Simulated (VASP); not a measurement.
RhCl4, 5 atoms in the cell. Symmetry: P-42m, No. 111, tetragonal system. The conventional cell has a = 5.802 Å, b = 5.802 Å, c = 4.780 Å, α = 90.00°, β = 90.00°, γ = 90.00°. Rh (site symmetry -42m) has 4 Cl at 2.21 Å within 2.9 Å. Within 2.9 Å of Cl (site symmetry m) lie 1 Rh at 2.21 Å. The cell was built from a structure type or drawn by symmetry, and may not be a known phase.

* Program: VASP 6.6.1
* Task: single point
* Functional: PBE
* Potentials or basis: VASP PAW PBE potentials, release 64 (Rh_pv, Cl)
* Cutoff: 520 eV
* k mesh: 2 × 2 × 3
* Occupations: gaussian, width 0.15 eV
* Spin: collinear spin, ferromagnetic start
* Starting moments: [1.0, 0.0, 0.0, 0.0, 0.0] μB
* Dipole correction: no
* Further INCAR settings: ALGO = Normal; EDIFF = 1e-06; NBANDS = 34

Potentials or basis: VASP PAW PBE potentials, release 64 (Rh_pv, Cl).

Run with:

```sh
$ cat potpaw_PBE.64/Rh_pv/POTCAR potpaw_PBE.64/Cl/POTCAR > POTCAR
$ mpirun -np 1 vasp_std > vasp.out
```

Hardware: 1 thread of Intel(R) Xeon(R) 6975P-C (Granite Rapids) (shared host).

How long does it take, and how much memory?

Run time: 2.1 min on 1 thread of Intel(R) Xeon(R) 6975P-C (Granite Rapids), on a shared host, peak memory 0.34 GiB. Counts: scf iterations 22, k points 6.
